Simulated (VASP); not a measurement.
# Sn (P6_3/mmc) in VASP: notebook, part 2 of 2

VASP 6.6.1.

### 5 Single point, PBE (volume scaled by 0.9)

INCAR

```
SYSTEM = Sn
ALGO     = Normal         ! electronic algorithm
EDIFF    = 1E-6           ! SCF threshold, eV
ENCUT    = 520            ! plane-wave cutoff, eV
GGA      = PE             ! functional
ISIF     = 2              ! what is computed and relaxed
ISMEAR   = -1             ! smearing method
LASPH    = .True.         ! aspherical terms in the spheres
LCHARG   = .False.        ! write CHGCAR
LREAL    = .False.        ! projectors in reciprocal space
LWAVE    = .False.        ! write WAVECAR
NBANDS   = 21             ! bands
NELM     = 100            ! most SCF steps
PREC     = Accurate       ! precision mode
SIGMA    = 0.05           ! smearing width, eV
```

KPOINTS

```
k-points
0
Gamma
  13 13 7
  0 0 0
```

POSCAR

```
Sn
1.0
    3.3087254370      0.0000000000      0.0000000000
   -1.6543627185      2.8654402826      0.0000000000
    0.0000000000      0.0000000000      5.2638457448
Sn
2
Direct
    0.3333333333      0.6666666667      0.2500000000
    0.6666666667      0.3333333333      0.7500000000
```

Potentials or basis: VASP PAW PBE potentials, release 64 (Sn_d).

Command:

```sh
$ cat potpaw_PBE.64/Sn_d/POTCAR > POTCAR
$ mpirun -np 1 vasp_std > vasp.out
```

OUTCAR:

```text
SYSTEM = Sn
   EDIFF = 1E-6
   ENCUT = 520
   GGA = PE
   ISIF = 2
   ISMEAR = -1
   LASPH = .True.
   LREAL = .False.
   NELM = 100
   PREC = Accurate

 ion  position               nearest neighbor table
   1  0.333  0.667  0.250-   2 3.25   2 3.25   2 3.25   2 3.25   2 3.25   2 3.25
   2  0.667  0.333  0.750-   1 3.25   1 3.25   1 3.25   1 3.25   1 3.25   1 3.25

  LATTYP: Found a hexagonal cell.
 ALAT       =     3.3087254370
 C/A-ratio  =     1.5908983217

  Lattice vectors:

 A1 = (   3.3087254370,   0.0000000000,   0.0000000000)
 A2 = (  -1.6543627185,   2.8654402826,   0.0000000000)
 A3 = (   0.0000000000,   0.0000000000,   5.2638457448)

Analysis of symmetry for initial positions (statically):
=====================================================================
 Subroutine PRICEL returns:
 Original cell was already a primitive cell.

 Routine SETGRP: Setting up the symmetry group for a
 hexagonal supercell.

 Subroutine GETGRP returns: Found 24 space group operations
 (whereof 12 operations were pure point group operations)
 out of a pool of 24 trial point group operations.

The static configuration has the point symmetry D_3d.
 The point group associated with its full space group is D_6h.

Analysis of symmetry for dynamics (positions and initial velocities):
=====================================================================
 Subroutine PRICEL returns:
 Original cell was already a primitive cell.

 Routine SETGRP: Setting up the symmetry group for a
 hexagonal supercell.

 Subroutine GETGRP returns: Found 24 space group operations
 (whereof 12 operations were pure point group operations)
 out of a pool of 24 trial point group operations.

The dynamic configuration has the point symmetry D_3d.
 The point group associated with its full space group is D_6h.

 Subroutine INISYM returns: Found 24 space group operations
 (whereof 12 operations are pure point group operations),
 and found     1 'primitive' translations

----------------------------------------------------------------------------------------

                                     Primitive cell

  volume of cell :      49.9063

  direct lattice vectors                    reciprocal lattice vectors
     3.308725437  0.000000000  0.000000000     0.302231182  0.174493254  0.000000000
    -1.654362719  2.865440283  0.000000000     0.000000000  0.348986509  0.000000000
     0.000000000  0.000000000  5.263845745     0.000000000  0.000000000  0.189975172

  length of vectors
     3.308725437  3.308725437  5.263845745     0.348986509  0.348986509  0.189975172

  position of ions in fractional coordinates (direct lattice)
     0.333333333  0.666666667  0.250000000
     0.666666667  0.333333333  0.750000000

  ion indices of the primitive-cell ions
   primitive index   ion index
                 1           1
                 2           2

----------------------------------------------------------------------------------------

 KPOINTS: k-points

Automatic generation of k-mesh.
 Grid dimensions read from file:
 generate k-points for:   13   13    7

 Generating k-lattice:

  Cartesian coordinates                     Fractional coordinates (reciprocal lattice)
     0.023248552  0.013422558  0.000000000     0.076923077  0.000000000  0.000000000
     0.000000000  0.026845116  0.000000000     0.000000000  0.076923077  0.000000000
     0.000000000  0.000000000  0.027139310     0.000000000  0.000000000  0.142857143

  Length of vectors
     0.026845116  0.026845116  0.027139310

  Shift w.r.t. Gamma in fractional coordinates (k-lattice)
     0.000000000  0.000000000  0.000000000

 Subroutine IBZKPT returns following result:
 ===========================================

 Found     84 irreducible k-points:

 Following reciprocal coordinates:
            Coordinates               Weight
  0.000000  0.000000  0.000000      1.000000
  0.076923  0.000000  0.000000      6.000000
  0.153846  0.000000  0.000000      6.000000
  0.230769  0.000000  0.000000      6.000000
  0.307692  0.000000  0.000000      6.000000
  0.384615  0.000000  0.000000      6.000000
[... 16 lines left out ...]
  0.076923  0.000000  0.142857     12.000000
  0.153846  0.000000  0.142857     12.000000
 [... further k-points ...]
   k-points           NKPTS =     84   k-points in BZ     NKDIM =     84   number of bands    NBANDS=     21
   number of dos      NEDOS =    301   number of ions     NIONS =      2
   total plane-waves  NPLWV =  31360
   dimension x,y,z NGX =    28 NGY =   28 NGZ =   40
   dimension x,y,z NGXF=    56 NGYF=   56 NGZF=   80
   ions per type =               2
   NGX,Y,Z   is equivalent  to a cutoff of  14.07, 14.07, 12.63 a.u.
   NGXF,Y,Z  is equivalent  to a cutoff of  28.14, 28.14, 25.27 a.u.
 SYSTEM =  Sn
   PREC   = accura    normal or accurate (medium, high low for compatibility)
   ISTART =      0    job   : 0-new  1-cont  2-samecut
   ICHARG =      2    charge: 1-file 2-atom 10-const
   ISPIN  =      1    spin polarized calculation?
   LNONCOLLINEAR =      F non collinear calculations
   LSORBIT =      F    spin-orbit coupling
   LASPH  =      T    aspherical Exc in radial PAW
   ENCUT  =  520.0 eV  38.22 Ry    6.18 a.u.   6.15  6.15  9.79*2*pi/ulx,y,z
   NELM   =    100;   NELMIN=  2; NELMDL= -5     # of ELM steps
   EDIFF  = 0.1E-05   stopping-criterion for ELM
   LREAL  =      F    real-space projection
   EDIFFG = 0.1E-04   stopping-criterion for IOM
   NSW    =      0    number of steps for IOM
   IBRION =     -1    ionic relax: 0-MD 1-quasi-New 2-CG
   NFREE  =      0    steps in history (QN), initial steepest desc. (CG)
   ISIF   =      2    stress and relaxation
   ISYM   =      2    0-nonsym 1-usesym 2-fastsym
   POTIM  = 0.5000    time-step for ionic-motion
   TEBEG  =    0.0;   TEEND  =   0.0 temperature during run
   PSTRESS=    0.0 pullay stress
   NELECT =      28.0000    total number of electrons
   NUPDOWN=      -1.0000    fix difference up-down
   EMIN   =  10.00;   EMAX   =-10.00  energy-range for DOS
   EFERMI =   0.00;   METHOD = LEGACY
   ISMEAR =    -1;   SIGMA  =   0.05  broadening in eV -4-tet -1-fermi 0-gaus
   EFERMI_NEDOS =   21; number of points for ismear=-14 and -15
   IALGO  =     38    algorithm
   IMIX   =      4    mixing-type and parameters
     AMIX     =   0.40;   BMIX     =  1.00
     AMIX_MAG =   1.60;   BMIX_MAG =  1.00
  volume/ion in A,a.u.               =      24.95       168.39
  Fermi-wavevector in a.u.,A,eV,Ry     =   1.350234  2.551573 24.805221  1.823132
  Thomas-Fermi vector in A             =   2.477755
   LORBIT       =      0    0 simple, 1 ext, 2 COOP (PROOUT), +10 PAW based schemes
   GGA     = PE    functional components
   LHFCALC =     F    Hartree Fock is set to
   AEXX    =    0.0000 exact exchange contribution
   IVDW    =     0    specifies the selected vdW correction
   LEPSILON=     F    determine dielectric tensor
   LRPA    =     F    only Hartree local field effects (RPA)
 non-spin polarized calculation
  energy-cutoff  :      520.00
  volume of cell :       49.91
 maximum number of plane-waves:      1363
 NGX is ok and might be reduce to    28
   NGX = 13   NGY = 13   NGZ = 19

 number of electron      27.9999994 magnetization

 Free energy of the ion-electron system (eV)
  ---------------------------------------------------
  ext. energy  EPLUGINS =         0.00000000
  ---------------------------------------------------
  free energy    TOTEN  =        -7.46787859 eV

  energy without entropy =       -7.45818913  energy(sigma->0) =       -7.46303386

 E-fermi :   9.2277     XC(G=0): -10.7735

 val. band max:        9.2100363836   @ k =   0.3077   0.1538   0.2857
 cond. band min:       9.2416299915   @ k =   0.3846   0.1538   0.0000
 fundamental gap:      0.0315936079
 Fermi energy:         9.2277298986

 k-point     1 :       0.0000    0.0000    0.0000
  band No.  band energies     occupation
      1     -12.4177      2.00000
      2     -12.4003      2.00000
      3     -12.3905      2.00000
      4     -12.3905      2.00000
      5     -12.3746      2.00000
      6     -12.3746      2.00000
[... 13 lines left out ...]
     20      18.9565      0.00000
     21      21.6342      0.00000

 k-point     2 :       0.0769    0.0000    0.0000
  band No.  band energies     occupation
      1     -12.4185      2.00000
      2     -12.4057      2.00000
      3     -12.3809      2.00000
      4     -12.3795      2.00000
      5     -12.3706      2.00000
      6     -12.3652      2.00000
[... 520 lines left out ...]
 k-point    24 :       0.1538    0.0000    0.1429
  band No.  band energies     occupation
      1     -12.4343      2.00000
      2     -12.3979      2.00000
      3     -12.3914      2.00000
      4     -12.3793      2.00000
      5     -12.3649      2.00000
      6     -12.3436      2.00000
[... 13 lines left out ...]
     20      19.6680      0.00000
     21      19.8867      0.00000

 [... further k-points ...]
[... 5 lines left out ...]
  --------------------------------------------------------------------------------------
  -------------------------------------------------------------------------------------
  Total        2.0003258      2.0003258      2.0083375     -0.0000000      0.0000000      0.0000000
  in kB       64.2178961     64.2178961     64.4751028     -0.0000000      0.0000000      0.0000000
  external PRESSURE =      64.3036317 kB  Pullay stress =       0.0000000 kB

 VOLUME and BASIS-vectors are now :
 -----------------------------------------------------------------------------
  energy-cutoff  :      520.00
  volume of cell :       49.91
      direct lattice vectors                 reciprocal lattice vectors
     3.308725437  0.000000000  0.000000000     0.302231182  0.174493254  0.000000000
    -1.654362719  2.865440283  0.000000000     0.000000000  0.348986509  0.000000000
     0.000000000  0.000000000  5.263845745     0.000000000  0.000000000  0.189975172

 POSITION                                       TOTAL-FORCE (eV/Angst)
 -----------------------------------------------------------------------------------
     -0.00000      1.91029      1.31596         0.000000      0.000000     -0.000000
      1.65436      0.95515      3.94788        -0.000000      0.000000      0.000000
 -----------------------------------------------------------------------------------
    total drift:                               -0.000000      0.000000      0.000000

  FREE ENERGIE OF THE ION-ELECTRON SYSTEM (eV)
  ---------------------------------------------------
  free  energy   TOTEN  =        -7.4678785936 eV

  energy  without entropy=       -7.4581891267  energy(sigma->0) =       -7.46303386
```

Wall time 2.3 min (1 thread of AMD EPYC 7R13, shared host); peak memory 0.19 GiB.

What came out:

| Quantity | Value |
| --- | --- |
| Free energy | -7.4679 eV |
| Pressure | 6.4 GPa |
| Band gap on the k mesh | zero (band 14 reaches 15.20 eV, above the bottom of band 15 at 6.97 eV) |

Levels at points of the mesh, in eV from the Fermi level:
```csv
k point,band 12,band 13,band 14,band 15,band 16,band 17
"(0.00, 0.00, 0.00)",-6.65,-5.04,5.87,5.87,7.86,7.86
```

Caveat: spin-orbit coupling is left out, which moves the levels of the heavy elements.

### 6 Overview

| cell | gap on the mesh (eV) | pressure (GPa) |
| --- | --- | --- |
| a = 2.873, b = 2.873, c = 4.655 Å, angles 90.0, 90.0, 120.0°, 2 atoms | none | 81.8 |
| a = 3.171, b = 3.171, c = 5.095 Å, angles 90.0, 90.0, 120.0°, 2 atoms | none | 17.9 |
| a = 3.309, b = 3.309, c = 5.264 Å, angles 90.0, 90.0, 120.0°, 2 atoms | none | 6.4 |

Alike in all rows: task single point; level PBE; potentials or basis VASP PAW PBE potentials, release 64 (Sn_d); no spin polarisation; k mesh 13 × 13 × 7; cutoff (eV) 520; smearing fermi-dirac 0.05 eV.

Caveats: spin-orbit coupling is left out, which moves the levels of the heavy elements.

Total energies depend on the potentials used, so only differences within one code and one set of settings carry meaning.
